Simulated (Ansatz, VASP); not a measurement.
**NbTe: VASP beside Ansatz**

Contents of INCAR:

```
SYSTEM = NbTe
ALGO = Normal
EDIFF = 1E-6
ENCUT = 500
GGA = PE
GGA_COMPAT = .False.
ISIF = 2
ISMEAR = 0
LASPH = .True.
LCHARG = .False.
LREAL = .False.
LWAVE = .False.
NBANDS = 16
NELM = 120
PREC = Accurate
SIGMA = 0.028000000000000004
```

Contents of KPOINTS:

```
k-points
0
Gamma
  8 8 7
  0 0 0
```

File POSCAR:

```
NbTe
1.0
    3.7029743866      0.0000000000      0.0000000000
   -1.8514871933      3.2068698884      0.0000000000
    0.0000000000      0.0000000000      3.6942110000
Te Nb
1 1
Direct
    0.6666666667      0.3333333333      0.0000000000
    0.0000000000      0.0000000000      0.5000000000
```

input.yaml

```yaml
crystal:
  lattice:
    - [3.7029743866, 0.0, 0.0]
    - [-1.8514871933, 3.2068698884, 0.0]
    - [0.0, 0.0, 3.694211]
  atoms:
    - { symbol: Te, position: [0.6666666667, 0.3333333333, 0.0] }
    - { symbol: Nb, position: [0.0, 0.0, 0.5] }
hamiltonian:
  xc: pbe
  pseudopotentials: { kind: paw }
kpoints:
  mp_grid: { grid: [8, 8, 7] }
scf:
  occupations: { method: gaussian, width: 0.028 }
output:
  forces: true
  stress: true
  eigenvalues: true
  write_density: true
  write_potential: true
  elf: true
  volumetric_format: npy
```

Alike in both runs: task single point; functional PBE; k mesh 8 × 8 × 7; occupations gaussian, width 0.028 eV; no spin polarisation.

|  | VASP | Ansatz |
| --- | --- | --- |
| version | VASP 6.6.1 | Ansatz 0.2.0 |
| potentials or method | VASP PAW PBE potentials, release 64 (Te, Nb_sv) | Ansatz PAW |
| plane-wave cutoff (eV) | 500 | 420 |
| valence electrons in the cell | 19 | 29 |

VASP gave:

```
gap on the k mesh at the Fermi level (eV)                     : none
pressure (GPa)                                                : -0.9
traceless stress, the component that is largest in VASP (GPa) : 0.71
```

Which values does Ansatz return?

gap on the k mesh at the Fermi level (eV): none; pressure (GPa): -0.6; traceless stress, the component that is largest in VASP (GPa): 0.76.

A gap of «none» marks a metal or a gap that the smearing closes. With one functional, cell and mesh, what is left measures potentials, basis and numerics. VASP's potentials hold 19 valence electrons a cell and Ansatz's 29, so a difference there can come from the potentials and not from the codes.

Neither program's run includes spin-orbit coupling.
